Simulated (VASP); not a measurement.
# NaH in VASP: a series of runs

Runs on NaH. Level: LDA. Tasks: single point.

Program: VASP 6.6.1. These are calculated values, not measurements. Logs are shortened: lines on timing, memory, paths and dates and some standing lists are left out, and cuts for length are marked.

## (1) The cell of the first run

Symmetry: R-3m, No. 166, trigonal system. The conventional cell has a = 3.309 Å, b = 3.309 Å, c = 8.166 Å, α = 90.00°, β = 90.00°, γ = 120.00°. Na (site symmetry -3m) has 6 H at 2.35 Å within 3.1 Å. Within 3.1 Å of H (site symmetry -3m) lie 6 Na at 2.35 Å.

## (2) Single point, LDA (equal xy, yz and zx engineering shears of +0.5 %)

The input, INCAR:

```
SYSTEM = NaH
ALGO     = Normal         ! electronic algorithm
EDIFF    = 1E-6           ! SCF threshold, eV
ENCUT    = 500            ! plane-wave cutoff, eV
GGA_COMPAT= .False.      
ISIF     = 2              ! what is computed and relaxed
ISMEAR   = 0              ! smearing method
LASPH    = .True.         ! aspherical terms in the spheres
LCHARG   = .True.         ! write CHGCAR
LELF     = .True.         ! ELF
LREAL    = .False.        ! projectors in reciprocal space
LVHAR    = .True.       
LWAVE    = .False.        ! write WAVECAR
NBANDS   = 11             ! bands
NELM     = 120            ! most SCF steps
PREC     = Accurate       ! precision mode
SIGMA    = 0.01           ! smearing width, eV
```

The input, KPOINTS:

```
k-points
0
Gamma
  8 8 8
  0 0 0
```

The input, POSCAR:

```
NaH
1.0
    0.0117276838      2.3514006093      2.3514006093
    2.3514006093      0.0117276838      2.3514006093
    2.3514006093      2.3514006093      0.0117276838
Na H
1 1
Direct
    0.0000000000      0.0000000000      0.0000000000
    0.5000000000      0.5000000000      0.5000000000
```

Potentials or basis: VASP PAW LDA potentials, release 64 (Na_pv, H).

Started as:

```console
> cat potpaw_LDA.64/Na_pv/POTCAR potpaw_LDA.64/H/POTCAR > POTCAR
> mpirun -np 1 vasp_std > vasp.out
```

OUTCAR:

```text
SYSTEM = NaH
   EDIFF = 1E-6
   ENCUT = 500
   ISIF = 2
   ISMEAR = 0
   LASPH = .True.
   LREAL = .False.
   NELM = 120
   PREC = Accurate

 ion  position               nearest neighbor table
   1  0.000  0.000  0.000-
   2  0.500  0.500  0.500-

  LATTYP: Found a trigonal (rhomboedric) cell.
 ALAT       =     3.3254033123
 COS(alpha) =     0.5049812503

  Lattice vectors:

 A1 = (   0.0117276838,   2.3514006093,   2.3514006093)
 A2 = (   2.3514006093,   0.0117276838,   2.3514006093)
 A3 = (   2.3514006093,   2.3514006093,   0.0117276838)

Analysis of symmetry for initial positions (statically):
=====================================================================
 Subroutine PRICEL returns:
 Original cell was already a primitive cell.

 Routine SETGRP: Setting up the symmetry group for a
 trigonal (rhombohedral) supercell.

 Subroutine GETGRP returns: Found 12 space group operations
 (whereof 12 operations were pure point group operations)
 out of a pool of 12 trial point group operations.

The static configuration has the point symmetry D_3d.

Analysis of symmetry for dynamics (positions and initial velocities):
=====================================================================
 Subroutine PRICEL returns:
 Original cell was already a primitive cell.

 Routine SETGRP: Setting up the symmetry group for a
 trigonal (rhombohedral) supercell.

 Subroutine GETGRP returns: Found 12 space group operations
 (whereof 12 operations were pure point group operations)
 out of a pool of 12 trial point group operations.

The dynamic configuration has the point symmetry D_3d.

 Subroutine INISYM returns: Found 12 space group operations
 (whereof 12 operations are pure point group operations),
 and found     1 'primitive' translations

----------------------------------------------------------------------------------------

                                     Primitive cell

  volume of cell :      25.8077

  direct lattice vectors                    reciprocal lattice vectors
     0.011727684  2.351400609  2.351400609    -0.214236689  0.213173480  0.213173480
     2.351400609  0.011727684  2.351400609     0.213173480 -0.214236689  0.213173480
     2.351400609  2.351400609  0.011727684     0.213173480  0.213173480 -0.214236689

  length of vectors
     3.325403312  3.325403312  3.325403312     0.369842161  0.369842161  0.369842161

  position of ions in fractional coordinates (direct lattice)
     0.000000000  0.000000000  0.000000000
     0.500000000  0.500000000  0.500000000

  ion indices of the primitive-cell ions
   primitive index   ion index
                 1           1
                 2           2

----------------------------------------------------------------------------------------

 KPOINTS: k-points

Automatic generation of k-mesh.
 Grid dimensions read from file:
 generate k-points for:    8    8    8

 Generating k-lattice:

  Cartesian coordinates                     Fractional coordinates (reciprocal lattice)
    -0.026779586  0.026646685  0.026646685     0.125000000  0.000000000  0.000000000
     0.026646685 -0.026779586  0.026646685     0.000000000  0.125000000  0.000000000
     0.026646685  0.026646685 -0.026779586     0.000000000  0.000000000  0.125000000

  Length of vectors
     0.046230270  0.046230270  0.046230270

  Shift w.r.t. Gamma in fractional coordinates (k-lattice)
     0.000000000  0.000000000  0.000000000

 Subroutine IBZKPT returns following result:
 ===========================================

 Found     65 irreducible k-points:

 Following reciprocal coordinates:
            Coordinates               Weight
  0.000000  0.000000  0.000000      1.000000
  0.125000  0.000000  0.000000      6.000000
  0.250000  0.000000  0.000000      6.000000
  0.375000  0.000000  0.000000      6.000000
  0.500000  0.000000  0.000000      3.000000
  0.125000  0.125000  0.000000      6.000000
[... 16 lines left out ...]
  0.250000  0.125000  0.125000      6.000000
  0.375000  0.125000  0.125000      6.000000
 [... further k-points ...]
   k-points           NKPTS =     65   k-points in BZ     NKDIM =     65   number of bands    NBANDS=     11
   number of dos      NEDOS =    301   number of ions     NIONS =      2
   total plane-waves  NPLWV =  13824
   dimension x,y,z NGX =    24 NGY =   24 NGZ =   24
   dimension x,y,z NGXF=    48 NGYF=   48 NGZF=   48
   ions per type =               1   1
   NGX,Y,Z   is equivalent  to a cutoff of  12.00, 12.00, 12.00 a.u.
   NGXF,Y,Z  is equivalent  to a cutoff of  24.00, 24.00, 24.00 a.u.
 SYSTEM =  NaH
   PREC   = accura    normal or accurate (medium, high low for compatibility)
   ISTART =      0    job   : 0-new  1-cont  2-samecut
   ICHARG =      2    charge: 1-file 2-atom 10-const
   ISPIN  =      1    spin polarized calculation?
   LNONCOLLINEAR =      F non collinear calculations
   LSORBIT =      F    spin-orbit coupling
   LASPH  =      T    aspherical Exc in radial PAW
   ENCUT  =  500.0 eV  36.75 Ry    6.06 a.u.   6.06  6.06  6.06*2*pi/ulx,y,z
   NELM   =    120;   NELMIN=  2; NELMDL= -5     # of ELM steps
   EDIFF  = 0.1E-05   stopping-criterion for ELM
   LREAL  =      F    real-space projection
   EDIFFG = 0.1E-04   stopping-criterion for IOM
   NSW    =      0    number of steps for IOM
   IBRION =     -1    ionic relax: 0-MD 1-quasi-New 2-CG
   NFREE  =      0    steps in history (QN), initial steepest desc. (CG)
   ISIF   =      2    stress and relaxation
   ISYM   =      2    0-nonsym 1-usesym 2-fastsym
   POTIM  = 0.5000    time-step for ionic-motion
   TEBEG  =    0.0;   TEEND  =   0.0 temperature during run
   PSTRESS=    0.0 pullay stress
   NELECT =       8.0000    total number of electrons
   NUPDOWN=      -1.0000    fix difference up-down
   EMIN   =  10.00;   EMAX   =-10.00  energy-range for DOS
   EFERMI =   0.00;   METHOD = LEGACY
   ISMEAR =     0;   SIGMA  =   0.01  broadening in eV -4-tet -1-fermi 0-gaus
   EFERMI_NEDOS =   21; number of points for ismear=-14 and -15
   IALGO  =     38    algorithm
   IMIX   =      4    mixing-type and parameters
     AMIX     =   0.40;   BMIX     =  1.00
     AMIX_MAG =   1.60;   BMIX_MAG =  1.00
  volume/ion in A,a.u.               =      12.90        87.08
  Fermi-wavevector in a.u.,A,eV,Ry     =   1.107955  2.093731 16.702014  1.227563
  Thomas-Fermi vector in A             =   2.244476
   LORBIT       =      0    0 simple, 1 ext, 2 COOP (PROOUT), +10 PAW based schemes
   GGA     = CA    functional components
   LHFCALC =     F    Hartree Fock is set to
   AEXX    =    0.0000 exact exchange contribution
   IVDW    =     0    specifies the selected vdW correction
   LEPSILON=     F    determine dielectric tensor
   LRPA    =     F    only Hartree local field effects (RPA)
 non-spin polarized calculation
 Gauss-broadening in eV      SIGMA  =   0.01
  energy-cutoff  :      500.00
  volume of cell :       25.81
 maximum number of plane-waves:       668
   NGX = 13   NGY = 13   NGZ = 13

 number of electron       8.0000004 magnetization

 Free energy of the ion-electron system (eV)
  ---------------------------------------------------
  ext. energy  EPLUGINS =         0.00000000
  ---------------------------------------------------
  free energy    TOTEN  =        -5.40802244 eV

  energy without entropy =       -5.40802244  energy(sigma->0) =       -5.40802244

 E-fermi :  -0.7455     XC(G=0):  -8.5556

 val. band max:       -0.9170809572   @ k =  -0.2500   0.5000   0.2500
 cond. band min:       2.5813288575   @ k =   0.5000   0.5000   0.5000
 fundamental gap:      3.4984098148
 Fermi energy:        -0.7455233561

 k-point     1 :       0.0000    0.0000    0.0000
  band No.  band energies     occupation
      1     -22.9479      2.00000
      2     -22.9479      2.00000
      3     -22.9471      2.00000
      4      -4.9692      2.00000
      5      10.2798      0.00000
      6      14.8025      0.00000
      7      14.9853      0.00000
      8      14.9853      0.00000
      9      16.0200      0.00000
     10      16.2188      0.00000
     11      16.2188      0.00000

 k-point     2 :       0.1250    0.0000    0.0000
  band No.  band energies     occupation
      1     -22.9678      2.00000
      2     -22.9503      2.00000
      3     -22.9494      2.00000
      4      -4.6736      2.00000
      5       9.2219      0.00000
      6      12.3555      0.00000
      7      14.0926      0.00000
      8      14.2402      0.00000
      9      16.9146      0.00000
     10      17.0834      0.00000
     11      17.3074      0.00000

 k-point     3 :       0.2500    0.0000    0.0000
  band No.  band energies     occupation
      1     -23.0152      2.00000
      2     -22.9560      2.00000
      3     -22.9548      2.00000
      4      -3.8309      2.00000
      5       6.5267      0.00000
      6      10.9744      0.00000
      7      13.2894      0.00000
      8      13.4165      0.00000
      9      16.9257      0.00000
     10      16.9931      0.00000
     11      18.5703      0.00000

 k-point     4 :       0.3750    0.0000    0.0000
  band No.  band energies     occupation
      1     -23.0619      2.00000
      2     -22.9617      2.00000
      3     -22.9603      2.00000
      4      -2.6341      2.00000
      5       3.9065      0.00000
      6      10.4217      0.00000
      7      12.7918      0.00000
      8      12.9008      0.00000
      9      16.1814      0.00000
     10      16.2612      0.00000
     11      18.8422      0.00000
[... 239 lines left out ...]
 k-point    22 :       0.1250    0.1250    0.1250
  band No.  band energies     occupation
      1     -22.9666      2.00000
      2     -22.9501      2.00000
      3     -22.9501      2.00000
      4      -4.6776      2.00000
      5       9.1589      0.00000
      6      12.3099      0.00000
      7      14.2579      0.00000
      8      14.2579      0.00000
      9      17.0798      0.00000
     10      17.0798      0.00000
     11      17.3247      0.00000

 k-point    23 :       0.2500    0.1250    0.1250
  band No.  band energies     occupation
      1     -22.9897      2.00000
      2     -22.9612      2.00000
      3     -22.9512      2.00000
      4      -4.2040      2.00000
      5       7.9666      0.00000
      6      10.1939      0.00000
      7      13.6800      0.00000
      8      15.1035      0.00000
      9      15.8239      0.00000
     10      17.3111      0.00000
     11      18.7626      0.00000

 k-point    24 :       0.3750    0.1250    0.1250
  band No.  band energies     occupation
      1     -23.0307      2.00000
      2     -22.9720      2.00000
      3     -22.9569      2.00000
      4      -3.2393      2.00000
      5       5.7038      0.00000
      6       8.7562      0.00000
      7      13.4746      0.00000
      8      13.6431      0.00000
      9      16.5253      0.00000
     10      17.1587      0.00000
     11      19.3830      0.00000

 [... further k-points ...]
[... 5 lines left out ...]
  --------------------------------------------------------------------------------------
  -------------------------------------------------------------------------------------
  Total       -0.0193797     -0.0193797     -0.0193797     -0.0198284     -0.0198284     -0.0198284
  in kB       -1.2031182     -1.2031182     -1.2031182     -1.2309781     -1.2309781     -1.2309781
  external PRESSURE =      -1.2031182 kB  Pullay stress =       0.0000000 kB

 VOLUME and BASIS-vectors are now :
 -----------------------------------------------------------------------------
  energy-cutoff  :      500.00
  volume of cell :       25.81
      direct lattice vectors                 reciprocal lattice vectors
     0.011727684  2.351400609  2.351400609    -0.214236689  0.213173480  0.213173480
     2.351400609  0.011727684  2.351400609     0.213173480 -0.214236689  0.213173480
     2.351400609  2.351400609  0.011727684     0.213173480  0.213173480 -0.214236689

 POSITION                                       TOTAL-FORCE (eV/Angst)
 -----------------------------------------------------------------------------------
      0.00000      0.00000      0.00000        -0.000000     -0.000000     -0.000000
      2.35726      2.35726      2.35726         0.000000      0.000000      0.000000
 -----------------------------------------------------------------------------------
    total drift:                                0.000000     -0.000000     -0.000000

  FREE ENERGIE OF THE ION-ELECTRON SYSTEM (eV)
  ---------------------------------------------------
  free  energy   TOTEN  =        -5.4080224448 eV

  energy  without entropy=       -5.4080224448  energy(sigma->0) =       -5.40802244
```

Run time: 16 s. Hardware: 1 thread of Intel Xeon 8259CL, shared host; peak memory 0.13 GiB.

What came out:

* Free energy: -5.4080 eV
* Pressure: -0.1 GPa
* Band gap on the k mesh: 3.50 eV (least direct gap 4.49 eV)

Caveat: the cell differs from its parent crystal (equal xy, yz and zx engineering shears of +0.5 %). A k mesh can miss the band edges.

## (3) Single point, LDA (0.01, 0.01] A)

The input, INCAR:

```
SYSTEM = NaH
ALGO = Normal
EDIFF = 1E-6
ENCUT = 500
GGA_COMPAT = .False.
ISIF = 2
ISMEAR = 0
LASPH = .True.
LCHARG = .False.
LREAL = .False.
LWAVE = .False.
NBANDS = 11
NELM = 120
PREC = Accurate
SIGMA = 0.01
```

KPOINTS is that of step 2.

The input, POSCAR:

```
NaH
1.0
    0.0000000000      2.3455367674      2.3455367674
    2.3455367674      0.0000000000      2.3455367674
    2.3455367674      2.3455367674      0.0000000000
Na H
1 1
Direct
    0.0021317082      0.0021317082      0.0021317082
    0.5000000000      0.5000000000      0.5000000000
```

Potentials or basis: VASP PAW LDA potentials, release 64 (Na_pv, H).

Started as:

```console
> cat potpaw_LDA.64/Na_pv/POTCAR potpaw_LDA.64/H/POTCAR > POTCAR
> mpirun -np 1 vasp_std > vasp.out
```

OUTCAR:

```text
SYSTEM = NaH
   EDIFF = 1E-6
   ENCUT = 500
   ISIF = 2
   ISMEAR = 0
   LASPH = .True.
   LREAL = .False.
   NELM = 120
   PREC = Accurate

 ion  position               nearest neighbor table
   1  0.002  0.002  0.002-
   2  0.500  0.500  0.500-

  LATTYP: Found a face centered cubic cell.
 ALAT       =     4.6910735348

  Lattice vectors:

 A1 = (   0.0000000000,   2.3455367674,   2.3455367674)
 A2 = (   2.3455367674,   0.0000000000,   2.3455367674)
 A3 = (   2.3455367674,   2.3455367674,   0.0000000000)

Analysis of symmetry for initial positions (statically):
=====================================================================
 Subroutine PRICEL returns:
 Original cell was already a primitive cell.

 Routine SETGRP: Setting up the symmetry group for a
 face centered cubic supercell.

 Subroutine GETGRP returns: Found  6 space group operations
 (whereof  6 operations were pure point group operations)
 out of a pool of 48 trial point group operations.

The static configuration has the point symmetry C_3v.

Analysis of symmetry for dynamics (positions and initial velocities):
=====================================================================
 Subroutine PRICEL returns:
 Original cell was already a primitive cell.

 Routine SETGRP: Setting up the symmetry group for a
 face centered cubic supercell.

 Subroutine GETGRP returns: Found  6 space group operations
 (whereof  6 operations were pure point group operations)
 out of a pool of 48 trial point group operations.

The dynamic configuration has the point symmetry C_3v.

 Subroutine INISYM returns: Found  6 space group operations
 (whereof  6 operations are pure point group operations),
 and found     1 'primitive' translations

----------------------------------------------------------------------------------------

                                     Primitive cell

  volume of cell :      25.8081

[... 108 lines left out ...]
     AMIX_MAG =   1.60;   BMIX_MAG =  1.00
  volume/ion in A,a.u.               =      12.90        87.08
  Fermi-wavevector in a.u.,A,eV,Ry     =   1.107948  2.093718 16.701805  1.227548
  Thomas-Fermi vector in A             =   2.244469
   LORBIT       =      0    0 simple, 1 ext, 2 COOP (PROOUT), +10 PAW based schemes
   GGA     = CA    functional components
   LHFCALC =     F    Hartree Fock is set to
   AEXX    =    0.0000 exact exchange contribution
   IVDW    =     0    specifies the selected vdW correction
   LEPSILON=     F    determine dielectric tensor
   LRPA    =     F    only Hartree local field effects (RPA)
 non-spin polarized calculation
 Gauss-broadening in eV      SIGMA  =   0.01
  energy-cutoff  :      500.00
  volume of cell :       25.81
 maximum number of plane-waves:       670
   NGX = 13   NGY = 13   NGZ = 13

 number of electron       8.0000002 magnetization

 Free energy of the ion-electron system (eV)
  ---------------------------------------------------
  ext. energy  EPLUGINS =         0.00000000
  ---------------------------------------------------
  free energy    TOTEN  =        -5.40800071 eV

  energy without entropy =       -5.40800071  energy(sigma->0) =       -5.40800071

 E-fermi :  -0.8756     XC(G=0):  -8.5555

 val. band max:       -0.9170949223   @ k =  -0.2500   0.5000   0.2500
 cond. band min:       2.6272668250   @ k =   0.5000   0.5000   0.5000
 fundamental gap:      3.5443617473
 Fermi energy:        -0.8756478518

 k-point     1 :       0.0000    0.0000    0.0000
  band No.  band energies     occupation
      1     -22.9475      2.00000
      2     -22.9475      2.00000
      3     -22.9475      2.00000
      4      -4.9693      2.00000
      5      10.2800      0.00000
      6      14.9219      0.00000
      7      14.9228      0.00000
      8      14.9228      0.00000
      9      16.1564      0.00000
     10      16.1564      0.00000
     11      16.1592      0.00000
[... 309 lines left out ...]
 k-point    24 :       0.1250    0.1250    0.3750
  band No.  band energies     occupation
      1     -23.0310      2.00000
      2     -22.9722      2.00000
      3     -22.9562      2.00000
      4      -3.2370      2.00000
      5       5.6747      0.00000
      6       8.8245      0.00000
      7      13.4749      0.00000
      8      13.6079      0.00000
      9      16.5009      0.00000
     10      17.1698      0.00000
     11      19.3192      0.00000

 [... further k-points ...]
[... 5 lines left out ...]
  --------------------------------------------------------------------------------------
  -------------------------------------------------------------------------------------
  Total       -0.0191635     -0.0191635     -0.0191635     -0.0002881     -0.0002881     -0.0002881
  in kB       -1.1896757     -1.1896757     -1.1896757     -0.0178839     -0.0178839     -0.0178839
  external PRESSURE =      -1.1896757 kB  Pullay stress =       0.0000000 kB

 VOLUME and BASIS-vectors are now :
 -----------------------------------------------------------------------------
  energy-cutoff  :      500.00
  volume of cell :       25.81
      direct lattice vectors                 reciprocal lattice vectors
     0.000000000  2.345536767  2.345536767    -0.213170822  0.213170822  0.213170822
     2.345536767  0.000000000  2.345536767     0.213170822 -0.213170822  0.213170822
     2.345536767  2.345536767  0.000000000     0.213170822  0.213170822 -0.213170822

 POSITION                                       TOTAL-FORCE (eV/Angst)
 -----------------------------------------------------------------------------------
      0.01000      0.01000      0.01000        -0.011332     -0.011332     -0.011332
      2.34554      2.34554      2.34554         0.011332      0.011332      0.011332
 -----------------------------------------------------------------------------------
    total drift:                               -0.000150     -0.000150     -0.000150

  FREE ENERGIE OF THE ION-ELECTRON SYSTEM (eV)
  ---------------------------------------------------
  free  energy   TOTEN  =        -5.4080007147 eV

  energy  without entropy=       -5.4080007147  energy(sigma->0) =       -5.40800071
```

Wall time 15 s (1 thread of Intel Xeon 8259CL, shared host); peak memory 0.13 GiB.

Results:

```yaml
Free_energy: -5.4080 eV
Pressure: -0.1 GPa
Largest_force: 0.020 eV/Å
Band_gap_on_the_k_mesh: 3.54 eV (least direct gap 4.50 eV)
```

Forces on the atoms (eV/Å):
```
Na  -0.011 -0.011 -0.011
H    0.011  0.011  0.011
```

Caveat: the cell differs from its parent crystal (0.01, 0.01] A).
